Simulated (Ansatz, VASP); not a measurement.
Si3N4 in VASP and in Ansatz

```
Si N
1.0
     0.00000    3.89372    3.89372
     3.89372    0.00000    3.89372
     3.89372    3.89372    0.00000
Si N
6 8
Direct
  0.62500 0.62500 0.12500
  0.62500 0.12500 0.62500
  0.12500 0.62500 0.62500
  0.62500 0.62500 0.62500
  0.25000 0.25000 0.25000
  0.00000 0.00000 0.00000
  0.86756 0.86756 0.86756
  0.85269 0.38244 0.38244
  0.38244 0.38244 0.85269
  0.38244 0.85269 0.38244
  0.86756 0.86756 0.39731
  0.86756 0.39731 0.86756
  0.38244 0.38244 0.38244
  0.39731 0.86756 0.86756
```

Alike in both runs: task relaxation of cell and atoms; functional LDA; k mesh 4 × 4 × 4; occupations gaussian, width 0.1 eV; no spin polarisation.

|  | VASP | Ansatz |
| --- | --- | --- |
| version | VASP 6.6.1 | Ansatz 0.2.0 |
| potentials or method | VASP PAW LDA potentials, release 64 (Si, N), cutoff 600 eV | scalar-relativistic, plane waves, PAW |
| valence electrons in the cell | 64 | 64 |

Ansatz gave:

- gap on the k mesh at the Fermi level, each at its own relaxed structure (eV): 3.40
- relaxed volume (Å³/atom): 8.11
- relaxed cell length with the largest relative difference (Å): 5.436

**Question.** What did VASP give for the same quantities?

**Answer.** gap on the k mesh at the Fermi level, each at its own relaxed structure (eV): 3.37; relaxed volume (Å³/atom): 8.14; relaxed cell length with the largest relative difference (Å): 5.441.

Ansatz warns that its potentials were made for another functional, while VASP's fit it. LDA's correlation is that of Perdew and Zunger in VASP and of Perdew and Wang (1992) in Ansatz.
